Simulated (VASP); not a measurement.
# Si (Fd-3m) in VASP: a series of runs

The runs below take Si through single point, with LDA.

All numbers are computed with VASP 6.6.1; they aren't measurements. Logs are shortened: lines on timing, memory, paths and dates and some standing lists are left out, and cuts for length are marked.

## (1) The cell of the first run

Symmetry: Fd-3m, No. 227, cubic system. The conventional cell has a = 4.841 Å, b = 4.841 Å, c = 4.841 Å, α = 90.00°, β = 90.00°, γ = 90.00°. Si (site symmetry -43m) has 4 Si at 2.10 Å within 2.8 Å.

## (2) Single point, LDA (14.19 Å³/atom)

Contents of INCAR:

```
SYSTEM = Si
PREC     = Accurate       ! precision mode
ENCUT    = 520            ! plane-wave cutoff, eV
EDIFF    = 1E-7           ! SCF threshold, eV
ISMEAR   = -1             ! smearing method
SIGMA    = 0.1            ! smearing width, eV
LREAL    = .False.        ! projectors in reciprocal space
LASPH    = .True.         ! aspherical terms in the spheres
NELM     = 100            ! most SCF steps
ALGO     = Normal         ! electronic algorithm
ISIF     = 2              ! what is computed and relaxed
LWAVE    = .False.        ! write WAVECAR
LCHARG   = .True.         ! write CHGCAR
GGA      = CA             ! functional
LELF     = .True.         ! ELF
LVHAR    = .True.       
NBANDS   = 11             ! bands
```

Contents of KPOINTS:

```
regular mesh
0
Gamma
  13 13 13
  0 0 0
```

Contents of POSCAR:

```
Si
1.0
    0.0000000000      2.4207478405      2.4207478405
    2.4207478405      0.0000000000      2.4207478405
    2.4207478405      2.4207478405      0.0000000000
Si
2
Direct
   -0.1250000000     -0.1250000000     -0.1250000000
    0.1250000000      0.1250000000      0.1250000000
```

Potentials or basis: VASP PAW LDA potentials, release 64 (Si).

The run is started by

```console
cat potpaw_LDA.64/Si/POTCAR > POTCAR
mpirun -np 1 vasp_std > vasp.out
```

OUTCAR:

```text
SYSTEM = Si
   PREC = Accurate
   ENCUT = 520
   EDIFF = 1E-7
   ISMEAR = -1
   LREAL = .False.
   LASPH = .True.
   NELM = 100
   ISIF = 2
   GGA = CA

 ion  position               nearest neighbor table
   1  0.875  0.875  0.875-   2 2.10   2 2.10   2 2.10   2 2.10
   2  0.125  0.125  0.125-   1 2.10   1 2.10   1 2.10   1 2.10

  LATTYP: Found a face centered cubic cell.
 ALAT       =     4.8414956810

  Lattice vectors:

 A1 = (   0.0000000000,   2.4207478405,   2.4207478405)
 A2 = (   2.4207478405,   0.0000000000,   2.4207478405)
 A3 = (   2.4207478405,   2.4207478405,   0.0000000000)

Analysis of symmetry for initial positions (statically):
=====================================================================
 Subroutine PRICEL returns:
 Original cell was already a primitive cell.

 Routine SETGRP: Setting up the symmetry group for a
 face centered cubic supercell.

 Subroutine GETGRP returns: Found 48 space group operations
 (whereof 12 operations were pure point group operations)
 out of a pool of 48 trial point group operations.

The static configuration has the point symmetry D_3d.
 The point group associated with its full space group is O_h .

Analysis of symmetry for dynamics (positions and initial velocities):
=====================================================================
 Subroutine PRICEL returns:
 Original cell was already a primitive cell.

 Routine SETGRP: Setting up the symmetry group for a
 face centered cubic supercell.

 Subroutine GETGRP returns: Found 48 space group operations
 (whereof 12 operations were pure point group operations)
 out of a pool of 48 trial point group operations.

The dynamic configuration has the point symmetry D_3d.
 The point group associated with its full space group is O_h .

 Subroutine INISYM returns: Found 48 space group operations
 (whereof 12 operations are pure point group operations),
 and found     1 'primitive' translations

----------------------------------------------------------------------------------------

                                     Primitive cell

  volume of cell :      28.3713

  direct lattice vectors                    reciprocal lattice vectors
     0.000000000  2.420747840  2.420747840    -0.206547742  0.206547742  0.206547742
     2.420747840  0.000000000  2.420747840     0.206547742 -0.206547742  0.206547742
     2.420747840  2.420747840  0.000000000     0.206547742  0.206547742 -0.206547742

  length of vectors
     3.423454427  3.423454427  3.423454427     0.357751183  0.357751183  0.357751183

  position of ions in fractional coordinates (direct lattice)
     0.875000000  0.875000000  0.875000000
     0.125000000  0.125000000  0.125000000

  ion indices of the primitive-cell ions
   primitive index   ion index
                 1           1
                 2           2

----------------------------------------------------------------------------------------

 KPOINTS: regular mesh

Automatic generation of k-mesh.
 Grid dimensions read from file:
 generate k-points for:   13   13   13

 Generating k-lattice:

  Cartesian coordinates                     Fractional coordinates (reciprocal lattice)
    -0.015888288  0.015888288  0.015888288     0.076923077  0.000000000  0.000000000
     0.015888288 -0.015888288  0.015888288     0.000000000  0.076923077  0.000000000
     0.015888288  0.015888288 -0.015888288     0.000000000  0.000000000  0.076923077

  Length of vectors
     0.027519322  0.027519322  0.027519322

  Shift w.r.t. Gamma in fractional coordinates (k-lattice)
     0.000000000  0.000000000  0.000000000

 Subroutine IBZKPT returns following result:
 ===========================================

 Found     84 irreducible k-points:

 Following reciprocal coordinates:
            Coordinates               Weight
  0.000000  0.000000  0.000000      1.000000
  0.076923  0.000000  0.000000      8.000000
  0.153846  0.000000  0.000000      8.000000
  0.230769  0.000000  0.000000      8.000000
  0.307692  0.000000  0.000000      8.000000
  0.384615  0.000000  0.000000      8.000000
[... 16 lines left out ...]
  0.384615  0.153846  0.000000     24.000000
  0.461538  0.153846  0.000000     24.000000
 [... further k-points ...]
   k-points           NKPTS =     84   k-points in BZ     NKDIM =     84   number of bands    NBANDS=     11
   number of dos      NEDOS =    301   number of ions     NIONS =      2
   total plane-waves  NPLWV =  21952
   dimension x,y,z NGX =    28 NGY =   28 NGZ =   28
   dimension x,y,z NGXF=    56 NGYF=   56 NGZF=   56
   ions per type =               2
   NGX,Y,Z   is equivalent  to a cutoff of  13.60, 13.60, 13.60 a.u.
   NGXF,Y,Z  is equivalent  to a cutoff of  27.19, 27.19, 27.19 a.u.
 SYSTEM =  Si
   PREC   = accura    normal or accurate (medium, high low for compatibility)
   ISTART =      0    job   : 0-new  1-cont  2-samecut
   ICHARG =      2    charge: 1-file 2-atom 10-const
   ISPIN  =      1    spin polarized calculation?
   LNONCOLLINEAR =      F non collinear calculations
   LSORBIT =      F    spin-orbit coupling
   LASPH  =      T    aspherical Exc in radial PAW
   ENCUT  =  520.0 eV  38.22 Ry    6.18 a.u.   6.37  6.37  6.37*2*pi/ulx,y,z
   NELM   =    100;   NELMIN=  2; NELMDL= -5     # of ELM steps
   EDIFF  = 0.1E-06   stopping-criterion for ELM
   LREAL  =      F    real-space projection
   EDIFFG = 0.1E-05   stopping-criterion for IOM
   NSW    =      0    number of steps for IOM
   IBRION =     -1    ionic relax: 0-MD 1-quasi-New 2-CG
   NFREE  =      0    steps in history (QN), initial steepest desc. (CG)
   ISIF   =      2    stress and relaxation
   ISYM   =      2    0-nonsym 1-usesym 2-fastsym
   POTIM  = 0.5000    time-step for ionic-motion
   TEBEG  =    0.0;   TEEND  =   0.0 temperature during run
   PSTRESS=    0.0 pullay stress
   NELECT =       8.0000    total number of electrons
   NUPDOWN=      -1.0000    fix difference up-down
   EMIN   =  10.00;   EMAX   =-10.00  energy-range for DOS
   EFERMI =   0.00;   METHOD = LEGACY
   ISMEAR =    -1;   SIGMA  =   0.10  broadening in eV -4-tet -1-fermi 0-gaus
   EFERMI_NEDOS =   21; number of points for ismear=-14 and -15
   IALGO  =     38    algorithm
   IMIX   =      4    mixing-type and parameters
     AMIX     =   0.40;   BMIX     =  1.00
     AMIX_MAG =   1.60;   BMIX_MAG =  1.00
  volume/ion in A,a.u.               =      14.19        95.73
  Fermi-wavevector in a.u.,A,eV,Ry     =   1.073524  2.028667 15.680099  1.152455
  Thomas-Fermi vector in A             =   2.209326
   LORBIT       =      0    0 simple, 1 ext, 2 COOP (PROOUT), +10 PAW based schemes
   GGA     = CA    functional components
   LHFCALC =     F    Hartree Fock is set to
   AEXX    =    0.0000 exact exchange contribution
   IVDW    =     0    specifies the selected vdW correction
   LEPSILON=     F    determine dielectric tensor
   LRPA    =     F    only Hartree local field effects (RPA)
 non-spin polarized calculation
  energy-cutoff  :      520.00
  volume of cell :       28.37
 maximum number of plane-waves:       775
 NGX is ok and might be reduce to    28
   NGX = 13   NGY = 13   NGZ = 13

 number of electron       8.0000001 magnetization

 Free energy of the ion-electron system (eV)
  ---------------------------------------------------
  ext. energy  EPLUGINS =         0.00000000
  ---------------------------------------------------
  free energy    TOTEN  =       -10.29955730 eV

  energy without entropy =      -10.29172605  energy(sigma->0) =      -10.29564167

 E-fermi :   9.6933     XC(G=0): -10.9675

 val. band max:        9.6802973087   @ k =  -0.4615   0.4615   0.0000
 cond. band min:       9.6964300116   @ k =   0.0769   0.0000   0.0000
 fundamental gap:      0.0161327029
 Fermi energy:         9.6933253533

 k-point     1 :       0.0000    0.0000    0.0000
  band No.  band energies     occupation
      1      -4.7991      2.00000
      2       9.8747      0.28048
      3       9.8747      0.28048
      4       9.8747      0.28048
      5      12.4739      0.00000
      6      12.4739      0.00000
      7      12.4739      0.00000
      8      17.3974      0.00000
      9      17.6746      0.00000
     10      17.6746      0.00000
     11      19.2493      0.00000

 k-point     2 :       0.0769    0.0000    0.0000
  band No.  band energies     occupation
      1      -4.6963      2.00000
      2       8.9971      1.99811
      3       9.6964      0.98448
      4       9.6964      0.98448
      5      12.7360      0.00000
      6      12.7360      0.00000
      7      12.7879      0.00000
      8      17.3567      0.00000
      9      17.3567      0.00000
     10      17.7341      0.00000
     11      19.6717      0.00000

 k-point     3 :       0.1538    0.0000    0.0000
  band No.  band energies     occupation
      1      -4.3894      2.00000
      2       7.3181      2.00000
      3       9.3286      1.94921
      4       9.3286      1.94921
      5      12.9874      0.00000
      6      13.2547      0.00000
      7      13.2547      0.00000
      8      16.8790      0.00000
      9      16.8790      0.00000
     10      18.5137      0.00000
     11      20.4421      0.00000
[... 267 lines left out ...]
 k-point    23 :       0.3846    0.1538    0.0000
  band No.  band energies     occupation
      1      -2.5732      2.00000
      2       3.4855      2.00000
      3       7.2240      2.00000
      4       7.5052      2.00000
      5      11.6353      0.00000
      6      14.4496      0.00000
      7      15.0010      0.00000
      8      15.6105      0.00000
      9      20.3922      0.00000
     10      20.6056      0.00000
     11      23.7703      0.00000

 k-point    24 :       0.4615    0.1538    0.0000
  band No.  band energies     occupation
      1      -1.7261      2.00000
      2       2.0675      2.00000
      3       6.7675      2.00000
      4       7.5300      2.00000
      5      11.6069      0.00000
      6      14.5572      0.00000
      7      14.6304      0.00000
      8      16.8092      0.00000
      9      20.1948      0.00000
     10      21.5969      0.00000
     11      23.6680      0.00000

 [... further k-points ...]

------------------------ aborting loop because EDIFF is reached ----------------------------------------

  FORCE on cell =-STRESS in cart. coord.  units (eV):
  Direction    XX          YY          ZZ          XY          YZ          ZX
  --------------------------------------------------------------------------------------
  -------------------------------------------------------------------------------------
  Total       10.8953754     10.8953754     10.8953754     -0.0000000      0.0000000      0.0000000
  in kB      615.2818814    615.2818814    615.2818814     -0.0000000      0.0000000      0.0000000
  external PRESSURE =     615.2818814 kB  Pullay stress =       0.0000000 kB

 VOLUME and BASIS-vectors are now :
 -----------------------------------------------------------------------------
  energy-cutoff  :      520.00
  volume of cell :       28.37
      direct lattice vectors                 reciprocal lattice vectors
     0.000000000  2.420747840  2.420747840    -0.206547742  0.206547742  0.206547742
     2.420747840  0.000000000  2.420747840     0.206547742 -0.206547742  0.206547742
     2.420747840  2.420747840  0.000000000     0.206547742  0.206547742 -0.206547742

 POSITION                                       TOTAL-FORCE (eV/Angst)
 -----------------------------------------------------------------------------------
      4.23631      4.23631      4.23631         0.000000      0.000000      0.000000
      0.60519      0.60519      0.60519        -0.000000     -0.000000     -0.000000
 -----------------------------------------------------------------------------------
    total drift:                               -0.000000     -0.000000     -0.000000

  FREE ENERGIE OF THE ION-ELECTRON SYSTEM (eV)
  ---------------------------------------------------
  free  energy   TOTEN  =       -10.2995572963 eV

  energy  without entropy=      -10.2917260517  energy(sigma->0) =      -10.29564167
```

It took 14 s on 1 thread of Intel Xeon Platinum 8559C (Emerald Rapids), shared host; peak memory 0.14 GiB.

What came out:

* Free energy: -10.2996 eV
* Pressure: 61.5 GPa
* Band gap on the k mesh: zero (bands 4 and 5 overlap by 0.32 eV)

Caveat: the cell stands under pressure; semilocal functionals underestimate gaps, so a narrow gap can read as zero.

## (3) Single point, LDA (15.76 Å³/atom)

This run uses another cell than the first one, of 15.76 Å³/atom.

Contents of INCAR:

```
PREC = Accurate
ENCUT = 520
EDIFF = 1E-6
ISMEAR = -1
SIGMA = 0.1
LREAL = F
LASPH = T
NELM = 80
ALGO = Normal
ISIF = 2
LWAVE = F
LCHARG = F
GGA = CA
NBANDS = 11
```

Contents of KPOINTS:

```
regular mesh
0
Gamma
  13 13 13
```

Contents of POSCAR:

```
Si
1.0
    0.0000000000      2.5072754596      2.5072754596
    2.5072754596      0.0000000000      2.5072754596
    2.5072754596      2.5072754596      0.0000000000
Si
2
Direct
   -0.1250000000     -0.1250000000     -0.1250000000
    0.1250000000      0.1250000000      0.1250000000
```

Potentials or basis: VASP PAW LDA potentials, release 64 (Si).

The run is started by

```console
cat potpaw_LDA.64/Si/POTCAR > POTCAR
mpirun -np 1 vasp_std > vasp.out
```

Run time: 13 s. Hardware: 1 thread of Intel Xeon Platinum 8559C (Emerald Rapids), shared host; peak memory 0.14 GiB.

The run converged. Its results:

```yaml
Free_energy: -11.2217 eV
Pressure: 34.1 GPa
Band_gap_on_the_k_mesh: zero (bands 4 and 5 overlap by 0.03 eV)
```

Levels at points of the mesh, in eV from the Fermi level:
```
           k point  band 2  band 3  band 4  band 5  band 6  band 7
(0.00, 0.00, 0.00)    0.03    0.03    0.03    2.62    2.62    2.62
```

Caveat: the cell stands under pressure; semilocal functionals underestimate gaps, so a narrow gap can read as zero.

## (4) Single point, LDA (17.34 Å³/atom)

This run uses another cell than the first one, of 17.34 Å³/atom.

Contents of INCAR:

```
SYSTEM = Si
ALGO     = Normal         ! electronic algorithm
EDIFF    = 1E-6           ! SCF threshold, eV
ENCUT    = 520            ! plane-wave cutoff, eV
GGA      = CA             ! functional
ISIF     = 2              ! what is computed and relaxed
ISMEAR   = -1             ! smearing method
LASPH    = .TRUE.         ! aspherical terms in the spheres
LCHARG   = .FALSE.        ! write CHGCAR
LREAL    = .FALSE.        ! projectors in reciprocal space
LWAVE    = .FALSE.        ! write WAVECAR
NBANDS   = 11             ! bands
NELM     = 100            ! most SCF steps
PREC     = Accurate       ! precision mode
SIGMA    = 0.1            ! smearing width, eV
```

Contents of KPOINTS:

```
k-points
0
G
  13 13 13
  0 0 0
```

Contents of POSCAR:

```
Si
1.0
    0.0000000000      2.5882106009      2.5882106009
    2.5882106009      0.0000000000      2.5882106009
    2.5882106009      2.5882106009      0.0000000000
Si
2
Direct
   -0.1250000000     -0.1250000000     -0.1250000000
    0.1250000000      0.1250000000      0.1250000000
```

The run is started by

```console
cat potpaw_LDA.64/Si/POTCAR > POTCAR
mpirun -np 1 vasp_std > vasp.out
```

Run time: 12 s. Hardware: 1 thread of Intel Xeon Platinum 8559C (Emerald Rapids), shared host; peak memory 0.14 GiB.

It converged, with:

```yaml
Free_energy: -11.7047 eV
Pressure: 16.2 GPa
Band_gap_on_the_k_mesh: 0.21 eV (least direct gap 2.57 eV)
```

Levels at points of the mesh, in eV from the valence-band top:
```
           k point  band 1  band 2  band 3  band 4  band 5  band 6  band 7  band 8
(0.00, 0.00, 0.00)  -13.00    0.00    0.00    0.00    2.57    2.57    2.57    4.93
```

Caveat: the cell stands under pressure; an odd mesh through Γ misses points on the zone boundary, where band edges can lie.

## (5) Overview

```tsv
cell	gap on the mesh (eV)	pressure (GPa)
a = 3.423 Å, angles 60.0°, 2 atoms	none	61.5
a = 3.546 Å, angles 60.0°, 2 atoms	none	34.1
a = 3.660 Å, angles 60.0°, 2 atoms	0.21	16.2
```

Alike in all rows: task single point; level LDA; potentials or basis VASP PAW LDA potentials, release 64 (Si); no spin polarisation; k mesh 13 × 13 × 13; cutoff (eV) 520; smearing fermi-dirac 0.1 eV.

Caveats: the cell stands under pressure; semilocal functionals underestimate gaps, so a narrow gap can read as zero (at least some runs); an odd mesh through Γ misses points on the zone boundary, where band edges can lie (at least some runs).

Absolute energies hang on the potentials; compare differences alone.
